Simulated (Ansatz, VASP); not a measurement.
# One calculation of ZrC, two programs

Contents of INCAR:

```
  ALGO = Normal
  EDIFF = 1E-6
  ENCUT = 600
  GGA = PE
  GGA_COMPAT = False
  ISIF = 2
  ISMEAR = 0
  LASPH = True
  LCHARG = False
  LREAL = False
  LWAVE = False
  NBANDS = 15
  NELM = 120
  PREC = Accurate
  SIGMA = 0.1
```

File KPOINTS:

```
k-points
0
Gamma
  6 6 6
```

The input POSCAR:

```
ZrC
1.0
    0.0000000000      2.3533605385      2.3533605385
    2.3533605385      0.0000000000      2.3533605385
    2.3533605385      2.3533605385      0.0000000000
Zr C
1 1
Direct
    0.5000000000      0.5000000000      0.5000000000
    0.0000000000      0.0000000000      0.0000000000
```

Input for Ansatz:

```yaml
crystal:
  lattice:
    - [0.0, 2.3533605385, 2.3533605385]
    - [2.3533605385, 0.0, 2.3533605385]
    - [2.3533605385, 2.3533605385, 0.0]
  atoms:
    - { symbol: Zr, position: [0.5, 0.5, 0.5] }
    - { symbol: C, position: [0.0, 0.0, 0.0] }
basis:
  ecutwfc: 420
kpoints:
  mp_grid: { grid: [6, 6, 6] }
hamiltonian:
  xc: pbe
scf:
  occupations: { method: gaussian, width: 0.1 }
  lower_state_search: "off"
output:
  forces: true
  stress: true
  eigenvalues: true
```

Change from the starting cell: species swapped into the FeGe type (P2_13, No. 198).

Alike in both runs: task single point; functional PBE; k mesh 6 × 6 × 6; occupations gaussian, width 0.1 eV; no spin polarisation.

|  | VASP | Ansatz |
| --- | --- | --- |
| version | VASP 6.6.1 | Ansatz 0.2.0 |
| potentials or method | VASP PAW PBE potentials, release 64 (Zr_sv, C), cutoff 600 eV | scalar-relativistic, plane waves, PAW |
| valence electrons in the cell | 16 | 16 |

Ansatz gave:

```
gap on the k mesh at the Fermi level (eV) : none
pressure (GPa)                            : 0.4
```

Question: Estimate VASP's values.

Answer: gap on the k mesh at the Fermi level (eV): none; pressure (GPa): 0.5.

A gap of «none» marks a metal or a gap that the smearing closes.

The k mesh is coarse, so the values compare programs but aren't converged.
